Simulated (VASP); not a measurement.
Set up this calculation in VASP 6.6.1, as the native input.

| Quantity | Value |
| --- | --- |
| Task | single point |
| Functional | PBE |
| Potentials or basis | VASP PAW PBE potentials, release 64 (Al, N) |
| Cutoff | 520 eV |
| k mesh | 11 × 11 × 6 |
| Occupations | fermi-dirac, width 0.02 eV |
| Spin | no spin polarisation |
| Dipole correction | no |
| Further INCAR settings | ALGO = Normal; EDIFF = 1e-06; NBANDS = 16 |

The structure of AlN lies in POSCAR:

```
AlN
1.0
    3.1709958777      0.0000000000      0.0000000000
   -1.5854979389      2.7461629854      0.0000000000
    0.0000000000      0.0000000000      5.0776718557
Al N
2 2
Direct
    0.6666666667      0.3333333333      0.0002602304
    0.3333333333      0.6666666667      0.5002602304
    0.6666666667      0.3333333333      0.3817397696
    0.3333333333      0.6666666667      0.8817397696
```

This cell differs from its parent crystal: volume scaled by 1.06, then relaxed in part.

The input as run:

INCAR

```
PREC = Accurate
ENCUT = 520
EDIFF = 1E-6
ISMEAR = -1
SIGMA = 0.02
LREAL = False
LASPH = True
NELM = 60
ALGO = Normal
ISIF = 2
LWAVE = False
LCHARG = False
GGA = PE
NBANDS = 16
```

KPOINTS

```
Automatic mesh
0
Gamma
  11 11 6
```

Potentials or basis: VASP PAW PBE potentials, release 64 (Al, N).

The run is started by

```sh
$ cat potpaw_PBE.64/Al/POTCAR potpaw_PBE.64/N/POTCAR > POTCAR
$ mpirun -np 1 vasp_std > vasp.out
```

Results of the run:

```yaml
Pressure: -7.0 GPa
Band_gap_on_the_k_mesh: 3.72 eV, direct
```

Run time: 31 s on 1 thread of Intel(R) Xeon(R) Platinum 8488C (Sapphire Rapids), with other jobs on the host, peak memory 0.17 GiB.
